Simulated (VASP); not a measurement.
# Fe (Fm-3m) in VASP: notebook, part 2 of 2

VASP 6.6.1. Earlier steps stand in the parts before.

## (5) Single point, r2SCAN, collinear spin, ferromagnetic start (12.67 Å³/atom)

This run uses another cell than the first one, of 12.67 Å³/atom.

POSCAR reads:

```
Fe
1.0
    0.0000000000      1.8505252650      1.8505252650
    1.8505252650      0.0000000000      1.8505252650
    1.8505252650      1.8505252650      0.0000000000
Fe
1
Direct
    0.0000000000      0.0000000000      0.0000000000
```

INCAR.step1 reads:

```
SYSTEM = Fe
PREC = Accurate ; ENCUT = 520
ISMEAR = -1 ; SIGMA = 0.05
LREAL = .FALSE. ; LASPH = .TRUE.
NELM = 150 ; ISPIN = 2
MAGMOM = 2.936 ; LMAXMIX = 4
NBANDS = 14 ; GGA = PE
ALGO = Normal ; EDIFF = 1E-4
LWAVE = .TRUE. ; LCHARG = .FALSE.
```

INCAR.step2 reads:

```
SYSTEM = Fe
PREC = Accurate ; ENCUT = 520
EDIFF = 1E-7 ; ISMEAR = -1
SIGMA = 0.05 ; LREAL = .FALSE.
LASPH = .TRUE. ; NELM = 150
ALGO = Normal ; ISIF = 2
LWAVE = .FALSE. ; LCHARG = .FALSE.
ISPIN = 2 ; MAGMOM = 2.936
LORBIT = 11 ; LMAXMIX = 4
METAGGA = R2SCAN ; LMIXTAU = .TRUE.
NBANDS = 14 ; ISTART = 1
```

KPOINTS reads:

```
Automatic mesh
0
G
  17 17 17
  0 0 0
```

Potentials or basis: VASP PAW PBE potentials, release 64 (Fe).

Started as:

```console
cat potpaw_PBE.64/Fe/POTCAR > POTCAR
cp INCAR.step1 INCAR
mpirun -np 1 vasp_std > vasp.out
cp INCAR.step2 INCAR
mpirun -np 1 vasp_std > vasp.out
```

OUTCAR:

```text
SYSTEM = Fe
   PREC = Accurate
   ENCUT = 520
   EDIFF = 1E-7
   ISMEAR = -1
   LREAL = .FALSE.
   LASPH = .TRUE.
   NELM = 150
   ISIF = 2
   ISPIN = 2
   LORBIT = 11
   METAGGA = R2SCAN
   ISTART = 1

 ion  position               nearest neighbor table
   1  0.000  0.000  0.000-

  LATTYP: Found a face centered cubic cell.
 ALAT       =     3.7010505300

  Lattice vectors:

 A1 = (   0.0000000000,   1.8505252650,   1.8505252650)
 A2 = (   1.8505252650,   0.0000000000,   1.8505252650)
 A3 = (   1.8505252650,   1.8505252650,   0.0000000000)

Analysis of symmetry for initial positions (statically):
=====================================================================
 Subroutine PRICEL returns:
 Original cell was already a primitive cell.

 Routine SETGRP: Setting up the symmetry group for a
 face centered cubic supercell.

 Subroutine GETGRP returns: Found 48 space group operations
 (whereof 48 operations were pure point group operations)
 out of a pool of 48 trial point group operations.

The static configuration has the point symmetry O_h .

Analysis of symmetry for dynamics (positions and initial velocities):
[... 986 lines left out ...]
      3       5.6373      0.00231
      4       5.6380      0.00228
      5       7.1280      0.00000
      6       7.3602      0.00000
      7      24.6443      0.00000
      8      27.0907      0.00000
      9      30.3506      0.00000
     10      32.5372      0.00000
     11      33.9191      0.00000
     12      35.1403      0.00000
     13      38.2934      0.00000
     14      39.5328      0.00000

 [... further k-points ...]

------------------------ aborting loop because EDIFF is reached ----------------------------------------

  FORCE on cell =-STRESS in cart. coord.  units (eV):
  Direction    XX          YY          ZZ          XY          YZ          ZX
  --------------------------------------------------------------------------------------
  -------------------------------------------------------------------------------------
  Total       -0.5082037     -0.5082037     -0.5082037     -0.0000000     -0.0000000      0.0000000
  in kB      -64.2441139    -64.2441139    -64.2441139     -0.0000000     -0.0000000      0.0000000
  external PRESSURE =     -64.2441139 kB  Pullay stress =       0.0000000 kB

 VOLUME and BASIS-vectors are now :
 -----------------------------------------------------------------------------
  energy-cutoff  :      520.00
  volume of cell :       12.67
      direct lattice vectors                 reciprocal lattice vectors
     0.000000000  1.850525265  1.850525265    -0.270193555  0.270193555  0.270193555
     1.850525265  0.000000000  1.850525265     0.270193555 -0.270193555  0.270193555
     1.850525265  1.850525265  0.000000000     0.270193555  0.270193555 -0.270193555

 POSITION                                       TOTAL-FORCE (eV/Angst)
 -----------------------------------------------------------------------------------
      0.00000      0.00000      0.00000         0.000000      0.000000      0.000000
 -----------------------------------------------------------------------------------
    total drift:                                0.000000      0.000000      0.000000

  FREE ENERGIE OF THE ION-ELECTRON SYSTEM (eV)
  ---------------------------------------------------
  free  energy   TOTEN  =       -14.2475624127 eV

  energy  without entropy=      -14.2408021807  energy(sigma->0) =      -14.24418230

 total charge

# of ion       s       p       d       tot
------------------------------------------
    1        0.465   0.504   6.090   7.059

 magnetization (x)

# of ion       s       p       d       tot
------------------------------------------
    1       -0.006  -0.083   3.020   2.932
```

OUTCAR.step1:

```text
SYSTEM = Fe
   PREC = Accurate
   ENCUT = 520
   ISMEAR = -1
   LREAL = .FALSE.
   LASPH = .TRUE.
[... 1053 lines left out ...]
 -----------------------------------------------------------------------------------
      0.00000      0.00000      0.00000        -0.000000      0.000000     -0.000000
 -----------------------------------------------------------------------------------
    total drift:                                0.000000     -0.000000      0.000000

  FREE ENERGIE OF THE ION-ELECTRON SYSTEM (eV)
  ---------------------------------------------------
  free  energy   TOTEN  =        -8.0727236717 eV

  energy  without entropy=       -8.0635989948  energy(sigma->0) =       -8.06816133
```

It took 2.6 min on 1 thread of Intel Xeon Platinum 8488C (Sapphire Rapids), shared host; peak memory 0.17 GiB.

What came out:

| Property | Result |
| --- | --- |
| Free energy | -14.2476 eV |
| Pressure | -6.4 GPa |
| Net moment | 2.87 μB per cell |
| Site moments | Fe +2.93 μB |
| Valence electrons inside the program's atomic spheres | Fe 7.06 |

Caveat: the cell stands under tension; the PAW data sets were made with another functional, which shifts forces and pressure a little.

## (6) Summary

```csv
cell,gap on the mesh (eV),pressure (GPa),moment (μB)
"a = 2.475 Å, angles 60.0°, 1 atom",none,27.2,2.67
"a = 2.548 Å, angles 60.0°, 1 atom",none,5.9,2.76
"a = 2.583 Å, angles 60.0°, 1 atom",none,-0.7,2.83
"a = 2.617 Å, angles 60.0°, 1 atom",none,-6.4,2.87
```

Alike in all rows: task single point; level r2SCAN; potentials or basis VASP PAW PBE potentials, release 64 (Fe); spin collinear, ferromagnetic start; k mesh 17 × 17 × 17; cutoff (eV) 520; smearing fermi-dirac 0.05 eV.

Caveats: the PAW data sets were made with another functional, which shifts forces and pressure a little; the cell stands under pressure (at least some runs); the cell stands under tension (at least some runs).

Absolute energies hang on the potentials; compare differences alone.
